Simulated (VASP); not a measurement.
Input of a VASP 6.6.1 run:

The input INCAR:

```
PREC = Accurate
ENCUT = 520
EDIFF = 1E-6
ISMEAR = -5
SIGMA = 0.15
LREAL = False
LASPH = True
NELM = 80
ALGO = Normal
ISIF = 2
LWAVE = False
LCHARG = False
GGA = CA
NBANDS = 7
```

File KPOINTS:

```
regular mesh
0
Gamma
  18 18 18
```

The input POSCAR:

```
Mg
1.0
    0.0000000000      2.1320432000      2.1320432000
    2.1320432000      0.0000000000      2.1320432000
    2.1320432000      2.1320432000      0.0000000000
Mg
1
Direct
    0.0000000000      0.0000000000      0.0000000000
```

Potentials or basis: VASP PAW LDA potentials, release 64 (Mg).

The run is started by

```bash
$ cat potpaw_LDA.64/Mg/POTCAR > POTCAR
$ mpirun -np 1 vasp_std > vasp.out
```

Question: Estimate the band gap on the k mesh.

Answer: Zero (band 1 reaches 4.56 eV, above the bottom of band 2 at 2.08 eV).

Question: What does it give for the pressure?

Answer: 5.3 GPa.

Caveat: tetrahedron occupations give inexact forces and stress in metals.
